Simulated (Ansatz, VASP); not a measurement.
# GaGe3: VASP beside Ansatz

```xyz
4
Lattice="4.3348 0.0000 0.0000 0.0000 4.3348 0.0000 0.0000 0.0000 4.3348" Properties=species:S:1:pos:R:3 pbc="T T T"
Ge    2.1674    2.1674    0.0000
Ge    2.1674    0.0000    2.1674
Ge    0.0000    2.1674    2.1674
Ga    0.0000    0.0000    0.0000
```

Change from the starting cell: volume scaled by 1.04.

Alike in both runs: task single point; functional PBEsol; k mesh 6 × 6 × 6; occupations fermi-dirac, width 0.05 eV; no spin polarisation.

```csv
,VASP,Ansatz
version,VASP 6.6.1,Ansatz 0.2.0
potentials or method,"VASP PAW PBE potentials, release 64 (Ge_d, Ga_d), cutoff 520 eV","all-electron LAPW, scalar-relativistic"
```

```tsv
	VASP	Ansatz	Ansatz less VASP
gap on the k mesh at the Fermi level (eV)	none	none	-
pressure (GPa)	-5.2	-5.2	+0.01
```

VASP's potentials were made for PBE, not for PBEsol. A gap of «none» marks a metal or a gap that the smearing closes. Ansatz ran all-electron here, and VASP with PAW potentials.
